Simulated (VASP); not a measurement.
# AlCo (Pm-3m) in VASP: a series of runs

The runs below take AlCo through single point, with PBEsol.

Everything below comes from runs of VASP 6.6.1. Logs are shortened: lines on timing, memory, paths and dates and some standing lists are left out, and cuts for length are marked.

## 1. The cell of the first run

The structure is cubic, space group Pm-3m (No. 221). Conventional cell: a = 2.761 Å, b = 2.761 Å, c = 2.761 Å, α = 90.00°, β = 90.00°, γ = 90.00°. Al (site symmetry m-3m) has 8 Co at 2.39 Å and 6 Al at 2.76 Å within 3.2 Å. Within 3.2 Å of Co (site symmetry m-3m) lie 8 Al at 2.39 Å and 6 Co at 2.76 Å.

## 2. Single point, PBEsol

File INCAR:

```
ALGO = Normal
EDIFF = 1E-6
ENCUT = 520
GGA = PS
ISIF = 2
ISMEAR = -1
LASPH = T
LCHARG = T
LELF = T
LREAL = F
LVHAR = T
LWAVE = F
NBANDS = 13
NELM = 80
PREC = Accurate
SIGMA = 0.1
```

File KPOINTS:

```
k-points
0
Gamma
  16 16 16
```

File POSCAR:

```
AlCo
1.0
    2.7607364646      0.0000000000      0.0000000000
    0.0000000000      2.7607364646      0.0000000000
    0.0000000000      0.0000000000      2.7607364646
Al Co
1 1
Direct
    0.0000000000      0.0000000000      0.0000000000
    0.5000000000      0.5000000000      0.5000000000
```

Potentials or basis: VASP PAW PBE potentials, release 64 (Al, Co).

Launch:

```bash
$ cat potpaw_PBE.64/Al/POTCAR potpaw_PBE.64/Co/POTCAR > POTCAR
$ mpirun -np 1 vasp_std > vasp.out
```

OUTCAR:

```text
EDIFF = 1E-6
   ENCUT = 520
   GGA = PS
   ISIF = 2
   ISMEAR = -1
   LASPH = T
   LREAL = F
   NELM = 80
   PREC = Accurate

 ion  position               nearest neighbor table
   1  0.000  0.000  0.000-   2 2.39   2 2.39   2 2.39   2 2.39   2 2.39   2 2.39   2 2.39   2 2.39

   2  0.500  0.500  0.500-   1 2.39   1 2.39   1 2.39   1 2.39   1 2.39   1 2.39   1 2.39   1 2.39

  LATTYP: Found a simple cubic cell.
 ALAT       =     2.7607364646

  Lattice vectors:

 A1 = (   2.7607364646,   0.0000000000,   0.0000000000)
 A2 = (   0.0000000000,   2.7607364646,   0.0000000000)
 A3 = (   0.0000000000,   0.0000000000,   2.7607364646)

Analysis of symmetry for initial positions (statically):
=====================================================================
 Subroutine PRICEL returns:
 Original cell was already a primitive cell.

 Routine SETGRP: Setting up the symmetry group for a
 simple cubic supercell.

 Subroutine GETGRP returns: Found 48 space group operations
 (whereof 48 operations were pure point group operations)
 out of a pool of 48 trial point group operations.

The static configuration has the point symmetry O_h .

Analysis of symmetry for dynamics (positions and initial velocities):
=====================================================================
 Subroutine PRICEL returns:
 Original cell was already a primitive cell.

 Routine SETGRP: Setting up the symmetry group for a
 simple cubic supercell.

 Subroutine GETGRP returns: Found 48 space group operations
 (whereof 48 operations were pure point group operations)
 out of a pool of 48 trial point group operations.

The dynamic configuration has the point symmetry O_h .

 Subroutine INISYM returns: Found 48 space group operations
 (whereof 48 operations are pure point group operations),
 and found     1 'primitive' translations

----------------------------------------------------------------------------------------

                                     Primitive cell

  volume of cell :      21.0414

  direct lattice vectors                    reciprocal lattice vectors
     2.760736465  0.000000000  0.000000000     0.362222187  0.000000000  0.000000000
     0.000000000  2.760736465  0.000000000     0.000000000  0.362222187  0.000000000
     0.000000000  0.000000000  2.760736465     0.000000000  0.000000000  0.362222187

  length of vectors
     2.760736465  2.760736465  2.760736465     0.362222187  0.362222187  0.362222187

  position of ions in fractional coordinates (direct lattice)
     0.000000000  0.000000000  0.000000000
     0.500000000  0.500000000  0.500000000

  ion indices of the primitive-cell ions
   primitive index   ion index
                 1           1
                 2           2

----------------------------------------------------------------------------------------

 KPOINTS: k-points

Automatic generation of k-mesh.
 Grid dimensions read from file:
 generate k-points for:   16   16   16

 Generating k-lattice:

  Cartesian coordinates                     Fractional coordinates (reciprocal lattice)
     0.022638887  0.000000000  0.000000000     0.062500000  0.000000000  0.000000000
     0.000000000  0.022638887  0.000000000     0.000000000  0.062500000  0.000000000
     0.000000000  0.000000000  0.022638887     0.000000000  0.000000000  0.062500000

  Length of vectors
     0.022638887  0.022638887  0.022638887

  Shift w.r.t. Gamma in fractional coordinates (k-lattice)
     0.000000000  0.000000000  0.000000000

 Subroutine IBZKPT returns following result:
 ===========================================

 Found    165 irreducible k-points:

 Following reciprocal coordinates:
            Coordinates               Weight
  0.000000  0.000000  0.000000      1.000000
  0.062500  0.000000  0.000000      6.000000
  0.125000  0.000000  0.000000      6.000000
  0.187500  0.000000  0.000000      6.000000
  0.250000  0.000000  0.000000      6.000000
  0.312500  0.000000  0.000000      6.000000
[... 16 lines left out ...]
  0.437500  0.125000  0.000000     24.000000
  0.500000  0.125000  0.000000     12.000000
 [... further k-points ...]
   k-points           NKPTS =    165   k-points in BZ     NKDIM =    165   number of bands    NBANDS=     13
   number of dos      NEDOS =    301   number of ions     NIONS =      2
   total plane-waves  NPLWV =  13824
   dimension x,y,z NGX =    24 NGY =   24 NGZ =   24
   dimension x,y,z NGXF=    48 NGYF=   48 NGZF=   48
   ions per type =               1   1
   NGX,Y,Z   is equivalent  to a cutoff of  14.45, 14.45, 14.45 a.u.
   NGXF,Y,Z  is equivalent  to a cutoff of  28.90, 28.90, 28.90 a.u.
 SYSTEM =  unknown system
   PREC   = accura    normal or accurate (medium, high low for compatibility)
   ISTART =      0    job   : 0-new  1-cont  2-samecut
   ICHARG =      2    charge: 1-file 2-atom 10-const
   ISPIN  =      1    spin polarized calculation?
   LNONCOLLINEAR =      F non collinear calculations
   LSORBIT =      F    spin-orbit coupling
   LASPH  =      T    aspherical Exc in radial PAW
   ENCUT  =  520.0 eV  38.22 Ry    6.18 a.u.   5.13  5.13  5.13*2*pi/ulx,y,z
   NELM   =     80;   NELMIN=  2; NELMDL= -5     # of ELM steps
   EDIFF  = 0.1E-05   stopping-criterion for ELM
   LREAL  =      F    real-space projection
   EDIFFG = 0.1E-04   stopping-criterion for IOM
   NSW    =      0    number of steps for IOM
   IBRION =     -1    ionic relax: 0-MD 1-quasi-New 2-CG
   NFREE  =      0    steps in history (QN), initial steepest desc. (CG)
   ISIF   =      2    stress and relaxation
   ISYM   =      2    0-nonsym 1-usesym 2-fastsym
   POTIM  = 0.5000    time-step for ionic-motion
   TEBEG  =    0.0;   TEEND  =   0.0 temperature during run
   PSTRESS=    0.0 pullay stress
   NELECT =      12.0000    total number of electrons
   NUPDOWN=      -1.0000    fix difference up-down
   EMIN   =  10.00;   EMAX   =-10.00  energy-range for DOS
   EFERMI =   0.00;   METHOD = LEGACY
   ISMEAR =    -1;   SIGMA  =   0.10  broadening in eV -4-tet -1-fermi 0-gaus
   EFERMI_NEDOS =   21; number of points for ismear=-14 and -15
   IALGO  =     38    algorithm
   IMIX   =      4    mixing-type and parameters
     AMIX     =   0.40;   BMIX     =  1.00
     AMIX_MAG =   1.60;   BMIX_MAG =  1.00
  volume/ion in A,a.u.               =      10.52        71.00
  Fermi-wavevector in a.u.,A,eV,Ry     =   1.357616  2.565522 25.077188  1.843121
  Thomas-Fermi vector in A             =   2.484519
   LORBIT       =      0    0 simple, 1 ext, 2 COOP (PROOUT), +10 PAW based schemes
   GGA     = PS    functional components
   LHFCALC =     F    Hartree Fock is set to
   AEXX    =    0.0000 exact exchange contribution
   IVDW    =     0    specifies the selected vdW correction
   LEPSILON=     F    determine dielectric tensor
   LRPA    =     F    only Hartree local field effects (RPA)
 non-spin polarized calculation
  energy-cutoff  :      520.00
  volume of cell :       21.04
 maximum number of plane-waves:       587
 NGX is ok and might be reduce to    24
   NGX = 11   NGY = 11   NGZ = 11

 number of electron      12.0000002 magnetization

 Free energy of the ion-electron system (eV)
  ---------------------------------------------------
  ext. energy  EPLUGINS =         0.00000000
  ---------------------------------------------------
  free energy    TOTEN  =       -13.02942868 eV

  energy without entropy =      -13.00457142  energy(sigma->0) =      -13.01700005

 E-fermi :  11.7403     XC(G=0): -12.8608

 val. band max:       11.7170065726   @ k =   0.5000   0.3750   0.0000
 cond. band min:      11.7436365758   @ k =   0.5000   0.3750   0.0625
 fundamental gap:      0.0266300031
 Fermi energy:        11.7403068121

 k-point     1 :       0.0000    0.0000    0.0000
  band No.  band energies     occupation
      1       0.0488      2.00000
      2       8.3374      2.00000
      3       8.3374      2.00000
      4      10.8434      1.99975
      5      10.8434      1.99975
      6      10.8434      1.99975
      7      18.2440      0.00000
      8      18.2440      0.00000
      9      18.2440      0.00000
     10      20.9353      0.00000
     11      20.9353      0.00000
     12      28.8540      0.00000
     13      34.5791      0.00000

 k-point     2 :       0.0625    0.0000    0.0000
  band No.  band energies     occupation
      1       0.1282      2.00000
      2       8.3334      2.00000
      3       8.3610      2.00000
      4      10.7976      1.99984
      5      10.7976      1.99984
      6      10.8484      1.99973
      7      17.4423      0.00000
      8      18.3550      0.00000
      9      18.3550      0.00000
     10      20.9169      0.00000
     11      21.6934      0.00000
     12      29.0900      0.00000
     13      33.6401      0.00000

 k-point     3 :       0.1250    0.0000    0.0000
  band No.  band energies     occupation
      1       0.3653      2.00000
      2       8.3053      2.00000
      3       8.4293      2.00000
      4      10.6718      1.99995
      5      10.6718      1.99995
      6      10.8625      1.99969
      7      16.0438      0.00000
      8      18.6770      0.00000
      9      18.6770      0.00000
     10      20.8625      0.00000
     11      22.9503      0.00000
     12      29.8170      0.00000
     13      32.1111      0.00000
[... 305 lines left out ...]
 k-point    23 :       0.4375    0.1250    0.0000
  band No.  band energies     occupation
      1       3.9403      2.00000
      2       5.8851      2.00000
      3       9.0565      2.00000
      4       9.7624      2.00000
      5       9.9123      2.00000
      6      10.8195      1.99980
      7      12.0645      0.07525
      8      19.1904      0.00000
      9      21.1115      0.00000
     10      22.8045      0.00000
     11      24.5598      0.00000
     12      25.3339      0.00000
     13      28.9330      0.00000

 k-point    24 :       0.5000    0.1250    0.0000
  band No.  band energies     occupation
      1       4.8453      2.00000
      2       4.9590      2.00000
      3       9.0980      2.00000
      4       9.7319      2.00000
      5       9.8808      2.00000
      6      10.8251      1.99979
      7      11.9873      0.15604
      8      19.4951      0.00000
      9      20.8609      0.00000
     10      23.4365      0.00000
     11      24.4189      0.00000
     12      24.6146      0.00000
     13      29.2027      0.00000

 [... further k-points ...]
[... 5 lines left out ...]
  --------------------------------------------------------------------------------------
  -------------------------------------------------------------------------------------
  Total        1.9879301      1.9879301      1.9879301     -0.0000000     -0.0000000      0.0000000
  in kB      151.3689614    151.3689614    151.3689614     -0.0000000     -0.0000000      0.0000000
  external PRESSURE =     151.3689614 kB  Pullay stress =       0.0000000 kB

 VOLUME and BASIS-vectors are now :
 -----------------------------------------------------------------------------
  energy-cutoff  :      520.00
  volume of cell :       21.04
      direct lattice vectors                 reciprocal lattice vectors
     2.760736465  0.000000000  0.000000000     0.362222187  0.000000000  0.000000000
     0.000000000  2.760736465  0.000000000     0.000000000  0.362222187  0.000000000
     0.000000000  0.000000000  2.760736465     0.000000000  0.000000000  0.362222187

 POSITION                                       TOTAL-FORCE (eV/Angst)
 -----------------------------------------------------------------------------------
      0.00000      0.00000      0.00000         0.000000      0.000000      0.000000
      1.38037      1.38037      1.38037         0.000000      0.000000      0.000000
 -----------------------------------------------------------------------------------
    total drift:                                0.000000     -0.000000     -0.000000

  FREE ENERGIE OF THE ION-ELECTRON SYSTEM (eV)
  ---------------------------------------------------
  free  energy   TOTEN  =       -13.0294286847 eV

  energy  without entropy=      -13.0045714208  energy(sigma->0) =      -13.01700005
```

Wall time 82 s (1 thread of AMD EPYC 7R13, shared host); peak memory 0.15 GiB.

Results:

| Quantity | Value |
| --- | --- |
| Free energy | -13.0294 eV |
| Pressure | 15.1 GPa |
| Band gap on the k mesh | zero (band 6 reaches 14.15 eV, above the bottom of band 7 at 11.50 eV) |

Levels at points of the mesh, in eV from the Fermi level:
```tsv
k point	band 3	band 4	band 5	band 6	band 7	band 8	band 9	band 10
(0.00, 0.00, 0.00)	-3.40	-0.90	-0.90	-0.90	6.50	6.50	6.50	9.19
(0.50, 0.00, 0.00)	-2.72	-1.89	-1.89	-0.77	0.26	8.57	11.17	11.17
(0.50, 0.50, 0.00)	-2.83	-2.83	-1.68	-1.68	-0.24	2.74	4.13	13.94
(0.50, 0.50, 0.50)	-4.36	-0.20	-0.20	2.41	2.41	2.41	5.10	5.95
```

Caveat: the PAW data sets were made with another functional, which shifts forces and pressure a little. Spin polarisation is off, so any magnetic state and its effect on volume and gap are missing.

## 3. Single point, PBEsol

This run uses another cell than the first one, of 10.74 Å³/atom, 1.021 times its volume.

File INCAR:

```
SYSTEM = AlCo
PREC     = Accurate       ! precision mode
ENCUT    = 520            ! plane-wave cutoff, eV
EDIFF    = 1E-7           ! SCF threshold, eV
ISMEAR   = -1             ! smearing method
SIGMA    = 0.1            ! smearing width, eV
LREAL    = .FALSE.        ! projectors in reciprocal space
LASPH    = .TRUE.         ! aspherical terms in the spheres
NELM     = 60             ! most SCF steps
ALGO     = Normal         ! electronic algorithm
ISIF     = 2              ! what is computed and relaxed
LWAVE    = .FALSE.        ! write WAVECAR
LCHARG   = .FALSE.        ! write CHGCAR
GGA      = PS             ! functional
NBANDS   = 13             ! bands
```

File KPOINTS:

```
regular mesh
0
G
  16 16 16
  0 0 0
```

File POSCAR:

```
AlCo
1.0
    2.7796362121      0.0000000000      0.0000000000
    0.0000000000      2.7796362121      0.0000000000
    0.0000000000      0.0000000000      2.7796362121
Al Co
1 1
Direct
    0.0000000000      0.0000000000      0.0000000000
    0.5000000000      0.5000000000      0.5000000000
```

Potentials or basis: VASP PAW PBE potentials, release 64 (Al, Co).

Launch:

```bash
$ cat potpaw_PBE.64/Al/POTCAR potpaw_PBE.64/Co/POTCAR > POTCAR
$ mpirun -np 1 vasp_std > vasp.out
```

It took 79 s on 1 thread of AMD EPYC 7R13, shared host; peak memory 0.15 GiB.

Results (log left out):

```
Free energy            : -13.0636 eV
Pressure               : 10.1 GPa
Band gap on the k mesh : zero (band 6 reaches 13.85 eV, above the bottom of band 7 at 11.21 eV)
```

Levels at points of the mesh, in eV from the Fermi level:
```csv
k point,band 2,band 3,band 4,band 5,band 6,band 7,band 8,band 9,band 10,band 11
"(0.00, 0.00, 0.00)",-3.30,-3.30,-0.87,-0.87,-0.87,6.40,6.40,6.40,9.11,9.11
"(0.50, 0.00, 0.00)",-6.98,-2.63,-1.83,-1.83,-0.74,0.25,8.55,11.05,11.05,12.54
"(0.50, 0.50, 0.00)",-3.35,-2.78,-2.78,-1.62,-1.62,-0.23,2.68,4.00,13.69,16.55
"(0.50, 0.50, 0.50)",-4.25,-4.25,-0.19,-0.19,2.41,2.41,2.41,4.90,5.83,5.83
```

Caveat: the PAW data sets were made with another functional, which shifts forces and pressure a little. Spin polarisation is off, so any magnetic state and its effect on volume and gap are missing.
